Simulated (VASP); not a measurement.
# NiO2 (P-3m1) in VASP: further runs, part 2 of 2

VASP 6.6.1. The steps go on from the part before.

### 6 Relaxation of shape and atoms at fixed volume, r2SCAN (volume scaled by 0.97)

The input, POSCAR:

```
NiO2
1.0
    2.7481921211      0.0000000000      0.0000000000
   -1.3740960606      2.3800041914      0.0000000000
    0.0000000000      0.0000000000      4.5604578211
Ni O
1 2
Direct
    0.0000000000      0.0000000000      0.5000000000
    0.6666666667      0.3333333333      0.7038965614
    0.3333333333      0.6666666667      0.2961034386
```

The input, INCAR.step1:

```
ALGO = Normal
EDIFF = 1E-4
ENCUT = 600
GGA = PE
ISMEAR = 0
LASPH = True
LCHARG = False
LREAL = False
LWAVE = True
NELM = 100
PREC = Accurate
SIGMA = 0.02
```

The input, INCAR.step2:

```
ALGO = Normal
EDIFF = 1E-6
EDIFFG = -0.01
ENCUT = 600
IBRION = 2
ISIF = 4
ISMEAR = 0
ISTART = 1
LASPH = True
LCHARG = False
LMIXTAU = True
LREAL = False
LWAVE = False
METAGGA = R2SCAN
NELM = 100
NSW = 50
PREC = Accurate
SIGMA = 0.02
```

The input, KPOINTS:

```
k-points
0
Gamma
  12 12 6
```

Potentials or basis: VASP PAW PBE potentials, release 64 (Ni, O).

Command:

```sh
$ cat potpaw_PBE.64/Ni/POTCAR potpaw_PBE.64/O/POTCAR > POTCAR
$ cp INCAR.step1 INCAR
$ mpirun -np 1 vasp_std > vasp.out
$ cp INCAR.step2 INCAR
$ mpirun -np 1 vasp_std > vasp.out
```

OUTCAR:

```text
EDIFF = 1E-6
   EDIFFG = -0.01
   ENCUT = 600
   IBRION = 2
   ISIF = 4
   ISMEAR = 0
   ISTART = 1
   LASPH = True
   LREAL = False
   METAGGA = R2SCAN
   NELM = 100
   NSW = 50
   PREC = Accurate

 ion  position               nearest neighbor table
   1  0.000  0.000  0.500-   2 1.84   3 1.84   2 1.84   3 1.84   2 1.84   3 1.84
   2  0.667  0.333  0.704-   1 1.84   1 1.84   1 1.84
   3  0.333  0.667  0.296-   1 1.84   1 1.84   1 1.84

  LATTYP: Found a hexagonal cell.
 ALAT       =     2.7481921211
 C/A-ratio  =     1.6594392314

  Lattice vectors:

 A1 = (   2.7481921211,   0.0000000000,   0.0000000000)
 A2 = (  -1.3740960606,   2.3800041914,   0.0000000000)
 A3 = (   0.0000000000,   0.0000000000,   4.5604578211)

Analysis of symmetry for initial positions (statically):
=====================================================================
 Subroutine PRICEL returns:
 Original cell was already a primitive cell.

 Routine SETGRP: Setting up the symmetry group for a
 hexagonal supercell.

 Subroutine GETGRP returns: Found 12 space group operations
 (whereof 12 operations were pure point group operations)
 out of a pool of 24 trial point group operations.

The static configuration has the point symmetry D_3d.

Analysis of symmetry for dynamics (positions and initial velocities):
=====================================================================
 Subroutine PRICEL returns:
 Original cell was already a primitive cell.

 Routine SETGRP: Setting up the symmetry group for a
 hexagonal supercell.

 Subroutine GETGRP returns: Found 12 space group operations
 (whereof 12 operations were pure point group operations)
 out of a pool of 24 trial point group operations.

The dynamic configuration has the point symmetry D_3d.

 Subroutine INISYM returns: Found 12 space group operations
 (whereof 12 operations are pure point group operations),
 and found     1 'primitive' translations

----------------------------------------------------------------------------------------

                                     Primitive cell

  volume of cell :      29.8286

  direct lattice vectors                    reciprocal lattice vectors
     2.748192121  0.000000000  0.000000000     0.363875579  0.210083664  0.000000000
    -1.374096061  2.380004191  0.000000000     0.000000000  0.420167327  0.000000000
     0.000000000  0.000000000  4.560457821     0.000000000  0.000000000  0.219276230

  length of vectors
     2.748192121  2.748192121  4.560457821     0.420167327  0.420167327  0.219276230

  position of ions in fractional coordinates (direct lattice)
     0.000000000  0.000000000  0.500000000
     0.666666667  0.333333333  0.703896561
     0.333333333  0.666666667  0.296103439

  ion indices of the primitive-cell ions
   primitive index   ion index
                 1           1
                 2           2
                 3           3

----------------------------------------------------------------------------------------

 KPOINTS: k-points

Automatic generation of k-mesh.
 Grid dimensions read from file:
 generate k-points for:   12   12    6

 Generating k-lattice:

  Cartesian coordinates                     Fractional coordinates (reciprocal lattice)
[... 49 lines left out ...]
   NGXF,Y,Z  is equivalent  to a cutoff of  29.04, 29.04, 26.25 a.u.
 SYSTEM =  unknown system
   PREC   = accura    normal or accurate (medium, high low for compatibility)
   ISTART =      1    job   : 0-new  1-cont  2-samecut
   ICHARG =      0    charge: 1-file 2-atom 10-const
   ISPIN  =      1    spin polarized calculation?
   LNONCOLLINEAR =      F non collinear calculations
   LSORBIT =      F    spin-orbit coupling
   LASPH  =      T    aspherical Exc in radial PAW
   ENCUT  =  600.0 eV  44.10 Ry    6.64 a.u.   5.49  5.49  9.11*2*pi/ulx,y,z
   NELM   =    100;   NELMIN=  2; NELMDL=  0     # of ELM steps
   EDIFF  = 0.1E-05   stopping-criterion for ELM
   LREAL  =      F    real-space projection
   EDIFFG = -.1E-01   stopping-criterion for IOM
   NSW    =     50    number of steps for IOM
   IBRION =      2    ionic relax: 0-MD 1-quasi-New 2-CG
   NFREE  =      1    steps in history (QN), initial steepest desc. (CG)
   ISIF   =      4    stress and relaxation
   ISYM   =      2    0-nonsym 1-usesym 2-fastsym
   POTIM  = 0.5000    time-step for ionic-motion
   TEBEG  =    0.0;   TEEND  =   0.0 temperature during run
   PSTRESS=    0.0 pullay stress
   NELECT =      22.0000    total number of electrons
   NUPDOWN=      -1.0000    fix difference up-down
   EMIN   =  10.00;   EMAX   =-10.00  energy-range for DOS
   EFERMI =   0.00;   METHOD = LEGACY
   ISMEAR =     0;   SIGMA  =   0.02  broadening in eV -4-tet -1-fermi 0-gaus
   EFERMI_NEDOS =   21; number of points for ismear=-14 and -15
   IALGO  =     38    algorithm
   IMIX   =      4    mixing-type and parameters
     AMIX     =   0.40;   BMIX     =  1.00
     AMIX_MAG =   1.60;   BMIX_MAG =  1.00
  volume/ion in A,a.u.               =       9.94        67.10
  Fermi-wavevector in a.u.,A,eV,Ry     =   1.479124  2.795139 29.766940  2.187808
  Thomas-Fermi vector in A             =   2.593321
   LORBIT       =      0    0 simple, 1 ext, 2 COOP (PROOUT), +10 PAW based schemes
   METAGGA = R2SCAN    functional components
   LHFCALC =     F    Hartree Fock is set to
   AEXX    =    0.0000 exact exchange contribution
   IVDW    =     0    specifies the selected vdW correction
   LEPSILON=     F    determine dielectric tensor
   LRPA    =     F    only Hartree local field effects (RPA)
 conjugate gradient relaxation of ions
 non-spin polarized calculation
 Gauss-broadening in eV      SIGMA  =   0.02
  energy-cutoff  :      600.00
  volume of cell :       29.83
 maximum number of plane-waves:      1020
 NGX is ok and might be reduce to    24
   NGX = 11   NGY = 11   NGZ = 19

--------------------------------------- Ionic step        1  -------------------------------------------

 number of electron      21.9999996 magnetization

 Free energy of the ion-electron system (eV)
  ---------------------------------------------------
  ext. energy  EPLUGINS =         0.00000000
  ---------------------------------------------------
  free energy    TOTEN  =       -26.43672245 eV

  energy without entropy =      -26.43672245  energy(sigma->0) =      -26.43672245

------------------------ aborting loop because EDIFF is reached ----------------------------------------

  FORCE on cell =-STRESS in cart. coord.  units (eV):
  Direction    XX          YY          ZZ          XY          YZ          ZX
  --------------------------------------------------------------------------------------
  -------------------------------------------------------------------------------------
  Total        1.8032902      1.8032902      1.0757963     -0.0000000      0.0000000      0.0000000
  in kB       96.8596630     96.8596630     57.7839700     -0.0000000      0.0000000      0.0000000
  external PRESSURE =      83.8344320 kB  Pullay stress =       0.0000000 kB
[... 135 lines left out ...]
--------------------------------------- Ionic step        5  -------------------------------------------

 number of electron      21.9999998 magnetization

 Free energy of the ion-electron system (eV)
  ---------------------------------------------------
  ext. energy  EPLUGINS =         0.00000000
  ---------------------------------------------------
  free energy    TOTEN  =       -26.46631568 eV

  energy without entropy =      -26.46631568  energy(sigma->0) =      -26.46631568

 E-fermi :   2.8047     XC(G=0): -11.8842

 val. band max:        2.6613885513   @ k =   0.0833   0.0833   0.5000
 cond. band min:       3.9791331728   @ k =   0.2500   0.0000   0.3333
 fundamental gap:      1.3177446215
 Fermi energy:         2.8046557061

 k-point     1 :       0.0000    0.0000    0.0000
  band No.  band energies     occupation
      1     -17.9150      2.00000
      2     -15.3820      2.00000
      3      -3.3448      2.00000
      4      -2.8572      2.00000
      5      -2.8572      2.00000
      6       0.2696      2.00000
      7       0.2696      2.00000
      8       1.7965      2.00000
      9       1.7965      2.00000
     10       2.0787      2.00000
     11       2.2535      2.00000
     12       5.2780      0.00000
     13       5.2780      0.00000
     14      11.5865      0.00000
[... 401 lines left out ...]
      2     -15.4741      2.00000
      3      -3.0486      2.00000
      4      -2.7003      2.00000
      5      -2.6027      2.00000
      6      -0.5749      2.00000
      7      -0.1976      2.00000
      8       1.2268      2.00000
      9       1.8940      2.00000
     10       1.9121      2.00000
     11       2.4819      2.00000
     12       4.6232      0.00000
     13       5.1957      0.00000
     14      13.0481      0.00000
     15      16.1926      0.00000

 [... further k-points ...]
[... 5 lines left out ...]
  --------------------------------------------------------------------------------------
  -------------------------------------------------------------------------------------
  Total        0.0601545      0.0601545      0.0509411     -0.0000000     -0.0000000      0.0000000
  in kB        3.2310653      3.2310653      2.7361871     -0.0000000     -0.0000000      0.0000000
  external PRESSURE =       3.0661059 kB  Pullay stress =       0.0000000 kB
[... 18 lines left out ...]
  FREE ENERGIE OF THE ION-ELECTRON SYSTEM (eV)
  ---------------------------------------------------
  free  energy   TOTEN  =       -26.4663156762 eV

  energy  without entropy=      -26.4663156762  energy(sigma->0) =      -26.46631568

 reached required accuracy - stopping structural energy minimisation
```

OUTCAR.step1:

```text
EDIFF = 1E-4
   ENCUT = 600
   GGA = PE
   ISMEAR = 0
[... 659 lines left out ...]
      0.00000      0.00000      2.28023        -0.000000      0.000000      0.000000
      1.37410      0.79333      3.21009         0.000000     -0.000000      0.920521
     -0.00000      1.58667      1.35037         0.000000      0.000000     -0.920521
 -----------------------------------------------------------------------------------
    total drift:                                0.000000      0.000000      0.000000

  FREE ENERGIE OF THE ION-ELECTRON SYSTEM (eV)
  ---------------------------------------------------
  free  energy   TOTEN  =       -17.3470480366 eV

  energy  without entropy=      -17.3470480366  energy(sigma->0) =      -17.34704804
```

OSZICAR.step1:

```text
N       E                     dE             d eps       ncg     rms          rms(c)
DAV:   1     0.179429654489E+03    0.17943E+03   -0.13220E+04  3000   0.200E+03
DAV:   2    -0.995965112528E+01   -0.18939E+03   -0.17953E+03  3434   0.382E+02
DAV:   3    -0.249318504682E+02   -0.14972E+02   -0.14880E+02  3462   0.127E+02
DAV:   4    -0.251424436920E+02   -0.21059E+00   -0.21049E+00  3904   0.157E+01
DAV:   5    -0.251462919379E+02   -0.38482E-02   -0.38480E-02  3641   0.194E+00    0.291E+01
DAV:   6    -0.300828181148E+02   -0.49365E+01   -0.67322E+01  3887   0.207E+02    0.460E+01
DAV:   7    -0.173018185498E+02    0.12781E+02   -0.23354E+01  3439   0.137E+02    0.543E+00
DAV:   8    -0.173600764256E+02   -0.58258E-01   -0.25907E+00  3929   0.229E+01    0.327E+00
DAV:   9    -0.173559252773E+02    0.41511E-02   -0.15981E-01  4729   0.123E+01    0.783E-01
DAV:  10    -0.173493726113E+02    0.65527E-02   -0.48205E-02  3889   0.780E+00    0.623E-01
DAV:  11    -0.173470058991E+02    0.23667E-02   -0.55297E-03  4885   0.236E+00    0.944E-02
DAV:  12    -0.173470921759E+02   -0.86277E-04   -0.10879E-03  3539   0.327E-01    0.663E-02
DAV:  13    -0.173470480366E+02    0.44139E-04   -0.31275E-04  3411   0.435E-01
   1 F= -.17347048E+02 E0= -.17347048E+02  d E =-.893978E-27
```

Run time: 4.9 min. Hardware: 1 thread of Intel Xeon 6975P-C (Granite Rapids), shared host; peak memory 0.2 GiB.

What came out:

| Quantity | Value |
| --- | --- |
| Free energy | -26.4663 eV |
| Energy gained by relaxing | 9.9 meV/atom |
| Ionic steps | 5 |
| Pressure after relaxing | 0.3 GPa |
| Band gap on the k mesh | 1.32 eV, indirect (least direct gap 1.50 eV) |

Step by step:
| step | energy change (eV) | largest force (eV/Å) | pressure (GPa) | volume (Å³) |
| --- | --- | --- | --- | --- |
| 1 | 0.0000 | 0.6106 | 8.38 | 29.83 |
| 2 | -0.0236 | 0.0117 | 2.69 | 29.83 |
| 3 | -0.0242 | 0.0983 | 1.65 | 29.83 |
| 4 | -0.0289 | 0.0333 | 0.76 | 29.83 |
| 5 | -0.0296 | 0.0016 | 0.31 | 29.83 |

Final structure:
```
CELL_PARAMETERS angstrom
2.78132 0.00000 0.00000
-1.39066 2.40869 0.00000
0.00000 0.00000 4.45248
ATOMIC_POSITIONS crystal
Ni 0.00000 0.00000 0.50000
O 0.66667 0.33333 0.71161
O 0.33333 0.66667 0.28840
```

Caveat: the cell differs from its parent crystal (volume scaled by 0.97); the PAW data sets were made with another functional, which shifts forces and pressure a little. A k mesh can miss the band edges.

### 7 Summary

| task | cell | cutoff (eV) | gap on the mesh (eV) | pressure (GPa) | largest force (eV/Å) |
| --- | --- | --- | --- | --- | --- |
| single point | a = 2.774, b = 2.774, c = 4.475 Å, angles 90.0, 90.0, 120.0°, 3 atoms | 520 | 1.34 | 2.3 | 0.14 |
| single point | a = 2.776, b = 2.776, c = 4.607 Å, angles 90.0, 90.0, 120.0°, 3 atoms | 520 | 1.40 | 1.6 | 0.14 |
| single point | a = 2.777, b = 2.777, c = 4.742 Å, angles 90.0, 90.0, 120.0°, 3 atoms | 520 | 1.45 | 1.1 | 0.13 |
| single point | a = 2.778, b = 2.778, c = 4.878 Å, angles 90.0, 90.0, 120.0°, 3 atoms | 520 | 1.50 | 0.8 | 0.13 |
| relaxation of shape and atoms at fixed volume | relaxed from a = 2.748, b = 2.748, c = 4.560 Å, angles 90.0, 90.0, 120.0°, 3 atoms | 600 | 1.32 | 0.3 | - |

Alike in all rows: level r2SCAN; potentials or basis VASP PAW PBE potentials, release 64 (Ni, O); no spin polarisation; k mesh 12 × 12 × 6; smearing gaussian 0.02 eV.

Caveats: the PAW data sets were made with another functional, which shifts forces and pressure a little.

Absolute energies hang on the potentials; compare differences alone.
